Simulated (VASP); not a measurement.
The system is Dy3TaF2.

```
Dy Ta F
1.0
     5.29849    0.00000    0.00000
    -2.64924    4.58862    0.00000
     0.00000    0.00000    5.79211
Dy Ta F
3 1 2
Direct
  0.66667 0.33333 0.50000
  0.00000 0.00000 0.00000
  0.00000 0.00000 0.50000
  0.66667 0.33333 0.00000
  0.33333 0.66667 0.27513
  0.33333 0.66667 0.72487
```

The cell was built from a structure type or drawn by symmetry, and may not be a known phase.

```yaml
Program: VASP 6.6.1
Task: relaxation of cell and atoms
Functional: PBE
Potentials_or_basis: VASP PAW PBE potentials, release 64 (Dy_3, Ta_pv, F), 4f in core
Cutoff: 600 eV
k_mesh: 6 × 6 × 4
Occupations: gaussian, width 0.1 eV
Spin: no spin polarisation
```

At the start: pressure 0.5 GPa; volume 23.47 Å³/atom.

Q: How do energy, volume and symmetry change on relaxing?

A: Over 6 steps the energy falls by 4.9 meV/atom and the volume is 23.50 Å³/atom (+0.1 %); space group P-6m2 (No. 187, to 0.1 Å) before and after.

Step by step:
| step | energy change (eV) | largest force (eV/Å) | pressure (GPa) | volume (Å³) |
| --- | --- | --- | --- | --- |
| 1 | 0.0000 | 0.0169 | 0.47 | 140.82 |
| 2 | -0.0273 | 0.0942 | -0.03 | 142.20 |
| 3 | -0.0273 | 0.0959 | -0.05 | 142.23 |
| 4 | -0.0281 | 0.0842 | -0.02 | 142.11 |
| 5 | -0.0299 | 0.0473 | 0.07 | 141.74 |
| 6 | -0.0295 | 0.0348 | 0.24 | 141.00 |

Final structure:
```
Dy Ta F
1.0
     5.24677    0.00000    0.00000
    -2.62338    4.54383    0.00000
     0.00000    0.00000    5.91447
Dy Ta F
3 1 2
Direct
  0.66667 0.33333 0.50000
  0.00000 0.00000 0.00000
  0.00000 0.00000 0.50000
  0.66667 0.33333 0.00000
  0.33333 0.66667 0.28317
  0.33333 0.66667 0.71683
```

Caveat: the run has no spin polarisation, though such a crystal can be magnetic.
